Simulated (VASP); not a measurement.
Input of a VASP 6.6.1 run:

INCAR

```
PREC = Accurate
ENCUT = 520
EDIFF = 1E-6
ISMEAR = -1
SIGMA = 0.1
LREAL = False
LASPH = True
NELM = 60
ALGO = Normal
ISIF = 2
LWAVE = False
LCHARG = False
NBANDS = 26
```

The input KPOINTS:

```
regular mesh
0
Gamma
  8 8 11
```

POSCAR

```
Nb
1.0
    4.7923130529      0.0000000000      0.0000000000
   -2.3961565265      4.1502648467      0.0000000000
    0.0000000000      0.0000000000      2.6342051625
Nb
3
Direct
    0.0000000000      0.0000000000      0.0000000000
    0.3333333333      0.6666666667      0.5000000000
    0.6666666667      0.3333333333      0.5000000000
```

Potentials or basis: VASP PAW LDA potentials, release 64 (Nb_sv).

Launch:

```console
$ cat potpaw_LDA.64/Nb_sv/POTCAR > POTCAR
$ mpirun -np 1 vasp_std > vasp.out
```

Problem. What does it give for the pressure?

Solution. -0.1 GPa.
